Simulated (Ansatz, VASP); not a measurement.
**BN: VASP beside Ansatz**

```
B N
1.0
     0.00000    1.76681    1.76681
     1.76681    0.00000    1.76681
     1.76681    1.76681    0.00000
B N
1 1
Direct
  0.00000 0.00000 0.00000
  0.75000 0.75000 0.75000
```

Alike in both runs: task single point; functional PBE; k mesh 12 × 12 × 12; occupations gaussian, width 0.02 eV; no spin polarisation.

|  | VASP | Ansatz |
| --- | --- | --- |
| version | VASP 6.6.1 | Ansatz 0.2.0 |
| potentials or method | VASP PAW PBE potentials, release 64 (B, N), cutoff 600 eV | scalar-relativistic, plane waves, PAW |
| valence electrons in the cell | 8 | 8 |

```csv
,VASP,Ansatz,Ansatz less VASP
gap on the k mesh at the Fermi level (eV),4.53,4.54,+0.010
least direct gap on the mesh (eV),9.15,9.16,+0.010
pressure (GPa),32.8,32.6,-0.20
```

Both programs put the cell under a high pressure, so it lies far from rest at this level.
